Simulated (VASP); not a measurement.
La2O3:

```xyz
5
Lattice="6.1389 0.0000 0.0000 -3.0694 5.3164 0.0000 0.0000 0.0000 3.2324" Properties=species:S:1:pos:R:3 pbc="T T T"
La    3.0694    1.7721    1.6162
La    0.0000    3.5443    1.6162
O     3.1186    0.0000    0.0000
O    -1.5593    2.7008    0.0000
O     1.5101    2.6156    0.0000
```

Base run:

- Program: VASP 6.6.1
- Functional: PBEsol
- Potentials or basis: VASP PAW PBE potentials, release 64 (La, O)
- Cutoff: 520 eV
- k mesh: 5 × 5 × 8
- Occupations: fermi-dirac, width 0.05 eV
- Spin: no spin polarisation

Its results: band gap on the k mesh 1.11 eV (least direct gap 1.82 eV); pressure 5.6 GPa; largest force 0.028 eV/Å.

Problem. The run is repeated on the same cell with these changes: functional from PBEsol to LDA; potentials or basis from VASP PAW PBE potentials, release 64 (La, O) to VASP PAW LDA potentials, release 64 (La, O). What comes out?

Solution. Band gap on the k mesh 1.02 eV (least direct gap 1.74 eV); pressure 3.4 GPa; largest force 0.039 eV/Å.

Caveats: the cell stands under pressure; spin-orbit coupling is left out, which moves the levels of the heavy elements; an odd mesh through Γ misses points on the zone boundary, where band edges can lie; the PAW data sets were made with another functional, which shifts forces and pressure a little (at least some runs).
